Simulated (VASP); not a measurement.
# Sn (I4_1/amd) in VASP: a series of runs, part 2 of 2

VASP 6.6.1. Earlier steps stand in the parts before.

## Step 3: Single point, r2SCAN

POSCAR reads:

```
Sn
1.0
   -2.9293956015      2.9293956015      1.6072172069
    2.9293956015     -2.9293956015      1.6072172069
    2.9293956015      2.9293956015     -1.6072172069
Sn
2
Direct
    0.7500000000      0.2500000000      0.5000000000
    0.0000000000      0.0000000000      0.0000000000
```

INCAR.step1 reads:

```
PREC = Accurate ; ENCUT = 520
ISMEAR = 0 ; SIGMA = 0.1
LREAL = F ; LASPH = T
NELM = 60 ; NBANDS = 21
GGA = PE ; ALGO = Normal
EDIFF = 1E-4 ; LWAVE = T
LCHARG = F
```

INCAR.step2 reads:

```
PREC = Accurate ; ENCUT = 520
EDIFF = 1E-6 ; ISMEAR = 0
SIGMA = 0.1 ; LREAL = F
LASPH = T ; NELM = 60
ALGO = Normal ; ISIF = 2
LWAVE = F ; LCHARG = T
METAGGA = R2SCAN ; LMIXTAU = T
LELF = T ; LVHAR = T
NBANDS = 21 ; ISTART = 1
```

KPOINTS reads:

```
Automatic mesh
0
Gamma
  14 14 14
```

Potentials or basis: VASP PAW PBE potentials, release 64 (Sn_d).

Command:

```sh
$ cat potpaw_PBE.64/Sn_d/POTCAR > POTCAR
$ cp INCAR.step1 INCAR
$ mpirun -np 1 vasp_std > vasp.out
$ cp INCAR.step2 INCAR
$ mpirun -np 1 vasp_std > vasp.out
```

OUTCAR:

```text
PREC = Accurate
   ENCUT = 520
   EDIFF = 1E-6
   ISMEAR = 0
   LREAL = F
   LASPH = T
   NELM = 60
   ISIF = 2
   METAGGA = R2SCAN
   ISTART = 1

 ion  position               nearest neighbor table
   1  0.750  0.250  0.500-   2 3.04   2 3.04   2 3.04   2 3.04
   2  0.000  0.000  0.000-   1 3.04   1 3.04   1 3.04   1 3.04

  LATTYP: Found a body centered tetragonal cell.
 ALAT       =     5.8587912030
 C/A-ratio  =     0.5486514713

  Lattice vectors:

 A1 = (  -2.9293956015,   2.9293956015,   1.6072172069)
 A2 = (   2.9293956015,  -2.9293956015,   1.6072172069)
 A3 = (   2.9293956015,   2.9293956015,  -1.6072172069)

Analysis of symmetry for initial positions (statically):
=====================================================================
 Subroutine PRICEL returns:
 Original cell was already a primitive cell.

 Routine SETGRP: Setting up the symmetry group for a
 body centered tetragonal supercell.

 Subroutine GETGRP returns: Found 16 space group operations
 (whereof  8 operations were pure point group operations)
 out of a pool of 16 trial point group operations.

The static configuration has the point symmetry D_2d.
 The point group associated with its full space group is D_4h.

Analysis of symmetry for dynamics (positions and initial velocities):
=====================================================================
 Subroutine PRICEL returns:
 Original cell was already a primitive cell.

 Routine SETGRP: Setting up the symmetry group for a
 body centered tetragonal supercell.

 Subroutine GETGRP returns: Found 16 space group operations
 (whereof  8 operations were pure point group operations)
 out of a pool of 16 trial point group operations.

The dynamic configuration has the point symmetry D_2d.
 The point group associated with its full space group is D_4h.

[... 105 lines left out ...]
   ISYM   =      2    0-nonsym 1-usesym 2-fastsym
   POTIM  = 0.5000    time-step for ionic-motion
   TEBEG  =    0.0;   TEEND  =   0.0 temperature during run
   PSTRESS=    0.0 pullay stress
   NELECT =      28.0000    total number of electrons
   NUPDOWN=      -1.0000    fix difference up-down
   EMIN   =  10.00;   EMAX   =-10.00  energy-range for DOS
   EFERMI =   0.00;   METHOD = LEGACY
   ISMEAR =     0;   SIGMA  =   0.10  broadening in eV -4-tet -1-fermi 0-gaus
   EFERMI_NEDOS =   21; number of points for ismear=-14 and -15
   IALGO  =     38    algorithm
   IMIX   =      4    mixing-type and parameters
     AMIX     =   0.40;   BMIX     =  1.00
     AMIX_MAG =   1.60;   BMIX_MAG =  1.00
  volume/ion in A,a.u.               =      27.58       186.15
  Fermi-wavevector in a.u.,A,eV,Ry     =   1.305862  2.467721 23.201685  1.705276
  Thomas-Fermi vector in A             =   2.436703
   LORBIT       =      0    0 simple, 1 ext, 2 COOP (PROOUT), +10 PAW based schemes
   METAGGA = R2SCAN    functional components
   LHFCALC =     F    Hartree Fock is set to
   AEXX    =    0.0000 exact exchange contribution
   IVDW    =     0    specifies the selected vdW correction
   LEPSILON=     F    determine dielectric tensor
   LRPA    =     F    only Hartree local field effects (RPA)
 non-spin polarized calculation
 Gauss-broadening in eV      SIGMA  =   0.10
  energy-cutoff  :      520.00
  volume of cell :       55.17
 maximum number of plane-waves:      1502
 NGX is ok and might be reduce to    36
   NGX = 17   NGY = 17   NGZ = 17

 number of electron      27.9999992 magnetization

 Free energy of the ion-electron system (eV)
  ---------------------------------------------------
  ext. energy  EPLUGINS =         0.00000000
  ---------------------------------------------------
  free energy    TOTEN  =       -49.24352307 eV

  energy without entropy =      -49.23833594  energy(sigma->0) =      -49.24092950

 E-fermi :   7.6967     XC(G=0): -11.0423

 val. band max:        7.6963949410   @ k =   0.1429   0.1429   0.0000
 cond. band min:       7.7035846067   @ k =   0.1429   0.1429   0.1429
 fundamental gap:      0.0071896657
 Fermi energy:         7.6967399308

 k-point     1 :       0.0000    0.0000    0.0000
  band No.  band energies     occupation
      1     -14.6259      2.00000
      2     -14.5284      2.00000
      3     -14.4891      2.00000
      4     -14.4732      2.00000
      5     -14.3238      2.00000
      6     -14.3238      2.00000
[... 565 lines left out ...]
     20      15.8438      0.00000
     21      17.2371      0.00000

 [... further k-points ...]
[... 5 lines left out ...]
  --------------------------------------------------------------------------------------
  -------------------------------------------------------------------------------------
  Total       -0.0091124     -0.0091124     -0.0084272      0.0000000      0.0000000      0.0000000
  in kB       -0.2646382     -0.2646382     -0.2447399      0.0000000      0.0000000      0.0000000
  external PRESSURE =      -0.2580054 kB  Pullay stress =       0.0000000 kB

 VOLUME and BASIS-vectors are now :
 -----------------------------------------------------------------------------
  energy-cutoff  :      520.00
  volume of cell :       55.17
      direct lattice vectors                 reciprocal lattice vectors
    -2.929395602  2.929395602  1.607217207     0.000000000  0.170683673  0.311096719
     2.929395602 -2.929395602  1.607217207     0.170683673  0.000000000  0.311096719
     2.929395602  2.929395602 -1.607217207     0.170683673  0.170683673  0.000000000

 POSITION                                       TOTAL-FORCE (eV/Angst)
 -----------------------------------------------------------------------------------
     -0.00000      2.92940      0.80361        -0.000000      0.000000      0.000000
      0.00000      0.00000      0.00000         0.000000     -0.000000     -0.000000
 -----------------------------------------------------------------------------------
    total drift:                               -0.000000      0.000000     -0.000000

  FREE ENERGIE OF THE ION-ELECTRON SYSTEM (eV)
  ---------------------------------------------------
  free  energy   TOTEN  =       -49.2435230682 eV

  energy  without entropy=      -49.2383359373  energy(sigma->0) =      -49.24092950
```

OUTCAR.step1:

```text
PREC = Accurate
   ENCUT = 520
   ISMEAR = 0
   LREAL = F
   LASPH = T
[... 800 lines left out ...]
 -----------------------------------------------------------------------------------
     -0.00000      2.92940      0.80361        -0.000000     -0.000000     -0.000000
      0.00000      0.00000      0.00000         0.000000      0.000000      0.000000
 -----------------------------------------------------------------------------------
    total drift:                               -0.000000      0.000000     -0.000000

  FREE ENERGIE OF THE ION-ELECTRON SYSTEM (eV)
  ---------------------------------------------------
  free  energy   TOTEN  =        -7.6015790591 eV

  energy  without entropy=       -7.5957010971  energy(sigma->0) =       -7.59864008
```

Wall time 7.5 min (1 thread of Intel Xeon 6975P-C (Granite Rapids), shared host); peak memory 0.37 GiB.

Results:

```yaml
Free_energy: -49.2435 eV
Pressure: 0.0 GPa
Band_gap_on_the_k_mesh: zero (bands 14 and 15 overlap by 4.18 eV)
```

Caveat: the PAW data sets were made with another functional, which shifts forces and pressure a little; spin-orbit coupling is left out, which moves the levels of the heavy elements.

## Step 4: Single point, r2SCAN (28.41 Å³/atom)

This run uses another cell than the first one, of 28.41 Å³/atom.

POSCAR reads:

```
Sn
1.0
   -2.9584014047      2.9584014047      1.6231312835
    2.9584014047     -2.9584014047      1.6231312835
    2.9584014047      2.9584014047     -1.6231312835
Sn
2
Direct
    0.7500000000      0.2500000000      0.5000000000
    0.0000000000      0.0000000000      0.0000000000
```

INCAR.step1 reads:

```
SYSTEM = Sn
PREC = Accurate
ENCUT = 520
ISMEAR = 0
SIGMA = 0.1
LREAL = .FALSE.
LASPH = .TRUE.
NELM = 100
NBANDS = 21
GGA = PE
ALGO = Normal
EDIFF = 1E-4
LWAVE = .TRUE.
LCHARG = .FALSE.
```

INCAR.step2 reads:

```
SYSTEM = Sn
PREC = Accurate
ENCUT = 520
EDIFF = 1E-6
ISMEAR = 0
SIGMA = 0.1
LREAL = .FALSE.
LASPH = .TRUE.
NELM = 100
ALGO = Normal
ISIF = 2
LWAVE = .FALSE.
LCHARG = .TRUE.
METAGGA = R2SCAN
LMIXTAU = .TRUE.
LELF = .TRUE.
LVHAR = .TRUE.
NBANDS = 21
ISTART = 1
```

KPOINTS reads:

```
Automatic mesh
0
G
  14 14 14
  0 0 0
```

Command:

```sh
$ cat potpaw_PBE.64/Sn_d/POTCAR > POTCAR
$ cp INCAR.step1 INCAR
$ mpirun -np 1 vasp_std > vasp.out
$ cp INCAR.step2 INCAR
$ mpirun -np 1 vasp_std > vasp.out
```

It took 6.7 min on 1 thread of Intel Xeon 6975P-C (Granite Rapids), shared host; peak memory 0.38 GiB.

The run converged. Its results:

```yaml
Free_energy: -49.2362 eV
Pressure: -1.5 GPa
Band_gap_on_the_k_mesh: zero (bands 14 and 15 overlap by 4.01 eV)
```

Stress tensor (GPa, compression positive):
```
-1.56  0.00  0.00
 0.00 -1.56  0.00
 0.00  0.00 -1.43
```

Levels at points of the mesh, in eV from the Fermi level:
```csv
k point,band 10,band 11,band 12,band 13,band 14,band 15,band 16,band 17,band 18,band 19
"(0.00, 0.00, 0.00)",-21.81,-11.30,-3.71,-1.99,-1.99,3.46,6.39,6.39,6.82,6.90
"(0.50, 0.00, 0.00)",-21.87,-7.14,-5.49,-2.33,-1.72,-1.21,2.57,2.93,4.78,7.61
"(0.50, 0.50, 0.00)",-21.93,-9.03,-9.03,0.61,0.61,1.78,1.78,6.11,6.11,9.68
"(0.50, 0.50, 0.50)",-21.99,-7.71,-7.71,-4.75,-4.75,5.07,5.07,9.59,9.59,13.27
```

Caveat: the PAW data sets were made with another functional, which shifts forces and pressure a little; spin-orbit coupling is left out, which moves the levels of the heavy elements.

## Step 5: Single point, r2SCAN (29.24 Å³/atom)

This run uses another cell than the first one, of 29.24 Å³/atom.

POSCAR reads:

```
Sn
1.0
   -2.9844710541      2.9844710541      1.6413520678
    2.9844710541     -2.9844710541      1.6413520678
    2.9844710541      2.9844710541     -1.6413520678
Sn
2
Direct
    0.7500000000      0.2500000000      0.5000000000
    0.0000000000      0.0000000000      0.0000000000
```

INCAR.step1 reads:

```
ALGO = Normal
EDIFF = 1E-4
ENCUT = 520
GGA = PE
ISMEAR = 0
LASPH = True
LCHARG = False
LREAL = False
LWAVE = True
NBANDS = 21
NELM = 60
PREC = Accurate
SIGMA = 0.1
```

INCAR.step2 reads:

```
ALGO = Normal
EDIFF = 1E-6
ENCUT = 520
ISIF = 2
ISMEAR = 0
ISTART = 1
LASPH = True
LCHARG = False
LMIXTAU = True
LREAL = False
LWAVE = False
METAGGA = R2SCAN
NBANDS = 21
NELM = 60
PREC = Accurate
SIGMA = 0.1
```

KPOINTS reads:

```
k-points
0
Gamma
  14 14 14
```

Command:

```sh
$ cat potpaw_PBE.64/Sn_d/POTCAR > POTCAR
$ cp INCAR.step1 INCAR
$ mpirun -np 1 vasp_std > vasp.out
$ cp INCAR.step2 INCAR
$ mpirun -np 1 vasp_std > vasp.out
```

It took 6.8 min on 1 thread of Intel Xeon 6975P-C (Granite Rapids), shared host; peak memory 0.38 GiB.

Results (log left out):

| Property | Result |
| --- | --- |
| Free energy | -49.2149 eV |
| Pressure | -2.8 GPa |
| Band gap on the k mesh | zero (bands 14 and 15 overlap by 3.86 eV) |

Stress tensor (GPa, compression positive):
```
-2.81  0.00  0.00
 0.00 -2.81  0.00
 0.00  0.00 -2.66
```

Levels at points of the mesh, in eV from the Fermi level:
| k point | band 10 | band 11 | band 12 | band 13 | band 14 | band 15 | band 16 | band 17 | band 18 | band 19 |
| --- | --- | --- | --- | --- | --- | --- | --- | --- | --- | --- |
| (0.00, 0.00, 0.00) | -21.81 | -11.09 | -3.77 | -1.91 | -1.91 | 3.51 | 6.25 | 6.25 | 6.59 | 6.66 |
| (0.50, 0.00, 0.00) | -21.87 | -7.10 | -5.41 | -2.33 | -1.65 | -1.17 | 2.59 | 2.86 | 4.64 | 7.54 |
| (0.50, 0.50, 0.00) | -21.92 | -8.87 | -8.87 | 0.62 | 0.62 | 1.74 | 1.74 | 5.95 | 5.95 | 9.50 |
| (0.50, 0.50, 0.50) | -21.98 | -7.62 | -7.62 | -4.59 | -4.59 | 4.93 | 4.93 | 9.32 | 9.32 | 13.03 |

Caveat: the PAW data sets were made with another functional, which shifts forces and pressure a little; spin-orbit coupling is left out, which moves the levels of the heavy elements.

## Step 6: Overview

| cell | gap on the mesh (eV) | pressure (GPa) |
| --- | --- | --- |
| a = 4.444 Å, angles 97.5, 97.5, 137.6°, 2 atoms | none | 0.0 |
| a = 4.488 Å, angles 97.5, 97.5, 137.6°, 2 atoms | none | -1.5 |
| a = 4.529 Å, angles 97.5, 97.5, 137.5°, 2 atoms | none | -2.8 |

Alike in all rows: task single point; level r2SCAN; potentials or basis VASP PAW PBE potentials, release 64 (Sn_d); no spin polarisation; k mesh 14 × 14 × 14; cutoff (eV) 520; smearing gaussian 0.1 eV.

Caveats: the PAW data sets were made with another functional, which shifts forces and pressure a little; spin-orbit coupling is left out, which moves the levels of the heavy elements.

Total energies depend on the potentials used, so only differences within one code and one set of settings carry meaning.
